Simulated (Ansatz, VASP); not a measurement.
GaN in VASP and in Ansatz

```
Ga N
1.0
     3.17625    0.00000    0.00000
    -1.58812    2.75071    0.00000
     0.00000    0.00000    5.17276
Ga N
2 2
Direct
  0.33333 0.66667 0.99915
  0.66667 0.33333 0.49915
  0.33333 0.66667 0.37585
  0.66667 0.33333 0.87585
```

Alike in both runs: functional r2SCAN; dispersion rVV10; k mesh 6 × 6 × 4; no spin polarisation.

Ansatz relaxed the structure, and its values are those at the end. VASP's run is a single point on that final structure, the one shown.

|  | VASP | Ansatz |
| --- | --- | --- |
| version | VASP 6.6.1 | Ansatz 0.2.0 |
| potentials or method | VASP PAW PBE potentials, release 64 (Ga_d, N), cutoff 520 eV | plane waves, PAW |
| occupations | gaussian, width 0.01 eV | fixed |
| valence electrons in the cell | 36 | 36 |

|  | VASP | Ansatz | Ansatz less VASP |
| --- | --- | --- | --- |
| pressure (GPa) | 1.0 | 0.0 | -1.04 |

VASP's potentials were made for PBE, not for r2SCAN.
